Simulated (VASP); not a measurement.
Here is a VASP 6.6.1 calculation.

File INCAR:

```
SYSTEM = CdS
PREC = Accurate
ENCUT = 520
EDIFF = 1E-7
ISMEAR = -1
SIGMA = 0.02
LREAL = .False.
LASPH = .True.
NELM = 60
ALGO = Normal
ISIF = 2
LWAVE = .False.
LCHARG = .True.
GGA = PE
LELF = .True.
LVHAR = .True.
NBANDS = 26
```

Contents of KPOINTS:

```
Automatic mesh
0
Gamma
  6 6 4
  0 0 0
```

POSCAR

```
CdS
1.0
    4.3728313446      0.0000000000      0.0000000000
   -2.1864156723      3.7869830309      0.0000000000
    0.0000000000      0.0000000000      7.1043110086
Cd S
2 2
Direct
    0.3333333333      0.6666666667     -0.0010646326
    0.6666666667      0.3333333333      0.4989353674
    0.3333333333      0.6666666667      0.3760646326
    0.6666666667      0.3333333333      0.8760646326
```

Potentials or basis: VASP PAW PBE potentials, release 64 (Cd, S).

The run is started by

```bash
$ cat potpaw_PBE.64/Cd/POTCAR potpaw_PBE.64/S/POTCAR > POTCAR
$ mpirun -np 1 vasp_std > vasp.out
```

(1) Estimate the band gap on the k mesh.

(2) Predict the pressure.

Answers

(1) 0.82 eV, direct.

(2) -4.7 GPa.

Caveat: the cell differs from its parent crystal (strain +5.0%).
